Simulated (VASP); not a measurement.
Set up this calculation in VASP 6.6.1, as the native input.

```
Task                   : relaxation of cell and atoms
Functional             : PBE
Potentials or basis    : VASP PAW PBE potentials, release 64 (Zr_sv, Cl)
Cutoff                 : 600 eV
k mesh                 : 8 × 8 × 8
Occupations            : gaussian, width 0.1 eV
Spin                   : no spin polarisation
Dipole correction      : no
Further INCAR settings : ALGO = Normal; EDIFF = 1e-07; IBRION = 2; EDIFFG = -0.01; NSW = 100; ISIF = 3
```

The structure of Zr4Cl lies in POSCAR:

```
Zr4Cl
1.0
    4.8288199961      0.0000000000      0.0000000000
    0.0000000000      4.8288199961      0.0000000000
    0.0000000000      0.0000000000      4.8288199961
Zr Cl
4 1
Direct
    0.5000000000      0.0000000000      0.0000000000
    0.0000000000      0.5000000000      0.0000000000
    0.0000000000      0.0000000000      0.5000000000
    0.5000000000      0.5000000000      0.5000000000
    0.0000000000      0.0000000000      0.0000000000
```

The cell was generated, and may not be a known phase.

One way to write it, as run:

INCAR

```
SYSTEM = Zr4Cl
PREC = Accurate
ENCUT = 600
EDIFF = 1E-7
ISMEAR = 0
SIGMA = 0.1
LREAL = .False.
LASPH = .True.
NELM = 60
ALGO = Normal
ISIF = 3
LWAVE = .False.
LCHARG = .False.
GGA = PE
IBRION = 2
NSW = 100
EDIFFG = -0.01
```

KPOINTS

```
regular mesh
0
Gamma
  8 8 8
  0 0 0
```

Potentials or basis: VASP PAW PBE potentials, release 64 (Zr_sv, Cl).

Command:

```console
$ cat potpaw_PBE.64/Zr_sv/POTCAR potpaw_PBE.64/Cl/POTCAR > POTCAR
$ mpirun -np 1 vasp_std > vasp.out
```

Results of the run:

| Property | Result |
| --- | --- |
| Relaxed volume | 22.57 Å³/atom |
| Relaxed cell | a = 4.833 Å, b = 4.833 Å, c = 4.833 Å, α = 90.00°, β = 90.00°, γ = 90.00° |
| Space group after relaxing (to 0.1 Å) | Pm-3m (No. 221) |
| Energy gained by relaxing | 0.0 meV/atom |
| Ionic steps | 3 |
| Pressure after relaxing | 0.0 GPa |
| Band gap on the k mesh | zero (an odd number of electrons rules out a gap without spin polarisation) |

It took 2.4 min on 1 thread of AMD EPYC 9R45 96-Core Processor (Zen 5), with other jobs on the host, peak memory 0.3 GiB.
